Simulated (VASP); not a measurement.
The system is Bi2Te3.

```
CELL_PARAMETERS angstrom
2.19139 1.26520 10.08385
-2.19139 1.26520 10.08385
0.00000 -2.53040 10.08385
ATOMIC_POSITIONS crystal
Bi 0.39997 0.39997 0.39997
Bi 0.60003 0.60003 0.60003
Te 0.00000 0.00000 0.00000
Te 0.20964 0.20964 0.20964
Te 0.79036 0.79036 0.79036
```

Base run:

| Quantity | Value |
| --- | --- |
| Program | VASP 6.6.1 |
| Functional | LDA |
| Potentials or basis | VASP PAW LDA potentials, release 64 (Bi_d, Te) |
| Cutoff | 520 eV |
| k mesh | 7 × 7 × 7 |
| Occupations | gaussian, width 0.03 eV |
| Spin | no spin polarisation |

Its results: band gap on the k mesh 0.17 eV; pressure -1.1 GPa; largest force 0.060 eV/Å.

The run is repeated on the same cell with these changes: functional from LDA to PBE; potentials or basis from VASP PAW LDA potentials, release 64 (Bi_d, Te) to VASP PAW PBE potentials, release 64 (Bi_d, Te). What comes out?

Band gap on the k mesh 0.25 eV; pressure 2.5 GPa; largest force 0.069 eV/Å.

Caveats: spin-orbit coupling is left out, which moves the levels of the heavy elements.
